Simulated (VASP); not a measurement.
# CaSe (Fm-3m) in VASP: notebook, part 2 of 2

VASP 6.6.1. Earlier steps stand in the parts before.

**3. Single point, PBE-based screened hybrid**

The input, POSCAR:

```
CaSe
1.0
    0.0000000000      2.9675351129      2.9675351129
    2.9675351129      0.0000000000      2.9675351129
    2.9675351129      2.9675351129      0.0000000000
Ca Se
1 1
Direct
    0.0000000000      0.0000000000      0.0000000000
    0.5000000000      0.5000000000      0.5000000000
```

The input, INCAR.step1:

```
SYSTEM = CaSe
ALGO = Normal ; EDIFF = 1E-5
ENCUT = 520 ; GGA = PE
ISIF = 2 ; ISMEAR = 0
LASPH = .True. ; LREAL = .False.
LWAVE = .True. ; NBANDS = 15
NELM = 100 ; PREC = Accurate
SIGMA = 0.01
```

The input, INCAR.step2:

```
SYSTEM = CaSe
AEXX = 0.05 ; ALGO = Normal
EDIFF = 1E-7 ; ENCUT = 520
GGA = PE ; HFSCREEN = 0.3
ISIF = 2 ; ISMEAR = 0
ISTART = 1 ; LASPH = .True.
LCHARG = .True. ; LELF = .True.
LHFCALC = .True. ; LREAL = .False.
LVHAR = .True. ; LWAVE = .False.
NBANDS = 15 ; NELM = 100
PREC = Accurate ; PRECFOCK = Normal
SIGMA = 0.01
```

The input, KPOINTS:

```
k-points
0
Gamma
  4 4 4
  0 0 0
```

Potentials or basis: VASP PAW PBE potentials, release 64 (Ca_sv, Se).

The run is started by

```bash
> cat potpaw_PBE.64/Ca_sv/POTCAR potpaw_PBE.64/Se/POTCAR > POTCAR
> cp INCAR.step1 INCAR
> mpirun -np 1 vasp_std > vasp.out
> cp INCAR.step2 INCAR
> mpirun -np 1 vasp_std > vasp.out
```

OUTCAR:

```text
SYSTEM = CaSe
   AEXX = 0.05
   EDIFF = 1E-7
   ENCUT = 520
   GGA = PE
   HFSCREEN = 0.3
   ISIF = 2
   ISMEAR = 0
   ISTART = 1
   LASPH = .True.
   LHFCALC = .True.
   LREAL = .False.
   NELM = 100
   PREC = Accurate
   PRECFOCK = Normal

 ion  position               nearest neighbor table
   1  0.000  0.000  0.000-   2 2.97   2 2.97   2 2.97   2 2.97   2 2.97   2 2.97
   2  0.500  0.500  0.500-   1 2.97   1 2.97   1 2.97   1 2.97   1 2.97   1 2.97

[... 324 lines left out ...]

------------------------ aborting loop because EDIFF is reached ----------------------------------------

  FORCE on cell =-STRESS in cart. coord.  units (eV):
  Direction    XX          YY          ZZ          XY          YZ          ZX
  --------------------------------------------------------------------------------------
  -------------------------------------------------------------------------------------
  Total        0.2506169      0.2506169      0.2506169      0.0000000      0.0000000     -0.0000000
  in kB        7.6825147      7.6825147      7.6825147      0.0000000      0.0000000     -0.0000000
  external PRESSURE =       7.6825147 kB  Pullay stress =       0.0000000 kB

 VOLUME and BASIS-vectors are now :
 -----------------------------------------------------------------------------
  energy-cutoff  :      520.00
  volume of cell :       52.27
      direct lattice vectors                 reciprocal lattice vectors
     0.000000000  2.967535113  2.967535113    -0.168490003  0.168490003  0.168490003
     2.967535113  0.000000000  2.967535113     0.168490003 -0.168490003  0.168490003
     2.967535113  2.967535113  0.000000000     0.168490003  0.168490003 -0.168490003

 POSITION                                       TOTAL-FORCE (eV/Angst)
 -----------------------------------------------------------------------------------
      0.00000      0.00000      0.00000         0.000000     -0.000000     -0.000000
      2.96754      2.96754      2.96754        -0.000000      0.000000      0.000000
 -----------------------------------------------------------------------------------
    total drift:                               -0.000000     -0.000000     -0.000000

  FREE ENERGIE OF THE ION-ELECTRON SYSTEM (eV)
  ---------------------------------------------------
  free  energy   TOTEN  =        -9.6592378405 eV

  energy  without entropy=       -9.6592378405  energy(sigma->0) =       -9.65923784
```

OUTCAR.step1:

```text
SYSTEM = CaSe
   EDIFF = 1E-5
   ENCUT = 520
   GGA = PE
   ISIF = 2
   ISMEAR = 0
[... 347 lines left out ...]
      0.00000      0.00000      0.00000        -0.000000      0.000000      0.000000
      2.96754      2.96754      2.96754         0.000000      0.000000     -0.000000
 -----------------------------------------------------------------------------------
    total drift:                                0.000000     -0.000000     -0.000000

  FREE ENERGIE OF THE ION-ELECTRON SYSTEM (eV)
  ---------------------------------------------------
  free  energy   TOTEN  =        -9.4681420177 eV

  energy  without entropy=       -9.4681420177  energy(sigma->0) =       -9.46814202
```

OSZICAR.step1:

```text
N       E                     dE             d eps       ncg     rms          rms(c)
DAV:   1     0.104908412022E+03    0.10491E+03   -0.73059E+03   240   0.982E+02
DAV:   2    -0.518702779894E+01   -0.11010E+03   -0.10484E+03   303   0.247E+02
DAV:   3    -0.937464329048E+01   -0.41876E+01   -0.41448E+01   310   0.455E+01
DAV:   4    -0.961337722988E+01   -0.23873E+00   -0.23868E+00   339   0.903E+00
DAV:   5    -0.961510240759E+01   -0.17252E-02   -0.17251E-02   303   0.854E-01    0.427E+00
DAV:   6    -0.947135528860E+01    0.14375E+00   -0.19531E-01   282   0.230E+00    0.254E+00
DAV:   7    -0.946378883079E+01    0.75665E-02   -0.10296E-01   312   0.200E+00    0.817E-01
DAV:   8    -0.946788870330E+01   -0.40999E-02   -0.11712E-02   247   0.832E-01    0.111E-01
DAV:   9    -0.946800487557E+01   -0.11617E-03   -0.61951E-04   310   0.249E-01    0.476E-02
DAV:  10    -0.946812253477E+01   -0.11766E-03   -0.14497E-04   254   0.743E-02    0.166E-02
DAV:  11    -0.946814320149E+01   -0.20667E-04   -0.51928E-05   275   0.636E-02    0.890E-03
DAV:  12    -0.946814201770E+01    0.11838E-05   -0.22168E-06   127   0.126E-02
   1 F= -.94681420E+01 E0= -.94681420E+01  d E =-.186440-127
```

Run time: 6.1 min. Hardware: 1 thread of Intel Xeon Platinum 8375C at 2.90GHz (Ice Lake), shared host; peak memory 0.28 GiB.

Results:

```
Free energy            : -9.6592 eV
Pressure               : 0.8 GPa
Band gap on the k mesh : 2.19 eV, indirect (least direct gap 3.13 eV)
```

Caveat: the k points lie up to 0.46 Å⁻¹ apart; the PAW data sets were made with another functional, which shifts forces and pressure a little. A k mesh can miss the band edges.

**4. Single point, PBE-based screened hybrid**

POSCAR is that of step 3.

The input, INCAR.step1:

```
SYSTEM = CaSe
  ALGO = Normal
  EDIFF = 1E-5
  ENCUT = 520
  GGA = PE
  ISIF = 2
  ISMEAR = 0
  LASPH = .TRUE.
  LREAL = .FALSE.
  LWAVE = .TRUE.
  NBANDS = 15
  NELM = 100
  PREC = Accurate
  SIGMA = 0.01
```

The input, INCAR.step2:

```
SYSTEM = CaSe
  AEXX = 0.35
  ALGO = Normal
  EDIFF = 1E-6
  ENCUT = 520
  GGA = PE
  HFSCREEN = 0.5
  ISIF = 2
  ISMEAR = 0
  ISTART = 1
  LASPH = .TRUE.
  LCHARG = .TRUE.
  LELF = .TRUE.
  LHFCALC = .TRUE.
  LREAL = .FALSE.
  LVHAR = .TRUE.
  LWAVE = .FALSE.
  NBANDS = 15
  NELM = 100
  PREC = Accurate
  PRECFOCK = Normal
  SIGMA = 0.01
```

The input, KPOINTS:

```
k-points
0
G
  4 4 4
  0 0 0
```

The run is started by

```bash
> cat potpaw_PBE.64/Ca_sv/POTCAR potpaw_PBE.64/Se/POTCAR > POTCAR
> cp INCAR.step1 INCAR
> mpirun -np 1 vasp_std > vasp.out
> cp INCAR.step2 INCAR
> mpirun -np 1 vasp_std > vasp.out
```

Wall time 4.8 min (1 thread of Intel Xeon Platinum 8375C at 2.90GHz (Ice Lake), shared host); peak memory 0.28 GiB.

It converged, with:

- Free energy: -10.3869 eV
- Pressure: 0.4 GPa
- Band gap on the k mesh: 2.73 eV, indirect (least direct gap 3.72 eV)

Levels at points of the mesh, in eV from the valence-band top:
```csv
k point,band 4,band 5,band 6,band 7,band 8,band 9,band 10,band 11,band 12,band 13
"(0.00, 0.00, 0.00)",-22.55,-12.85,0.00,0.00,0.00,3.97,4.64,4.64,4.64,5.29
"(0.50, 0.00, 0.00)",-22.56,-12.10,-3.40,-1.18,-1.18,5.09,6.66,6.80,6.80,8.73
"(0.50, 0.50, 0.00)",-22.58,-12.21,-2.65,-0.99,-0.99,2.73,5.66,6.20,7.35,7.45
```

Caveat: the k points lie up to 0.46 Å⁻¹ apart; the PAW data sets were made with another functional, which shifts forces and pressure a little.

**5. The runs side by side**

```tsv
level	screening parameter	share of exact exchange	gap on the mesh (eV)	pressure (GPa)
HSE06	0.2079 1/Å	-	3.01	0.3
PBE-based screened hybrid	0.3 1/Å	0.05	2.19	0.8
PBE-based screened hybrid	0.5 1/Å	0.35	2.73	0.4
```

Alike in all rows: task single point; potentials or basis VASP PAW PBE potentials, release 64 (Ca_sv, Se); no spin polarisation; cell as given; k mesh 4 × 4 × 4; cutoff (eV) 520; smearing gaussian 0.01 eV.

Caveats: all runs use coarse meshes; the PAW data sets were made with another functional, which shifts forces and pressure a little.

Total energies depend on the potentials used, so only differences within one code and one set of settings carry meaning.
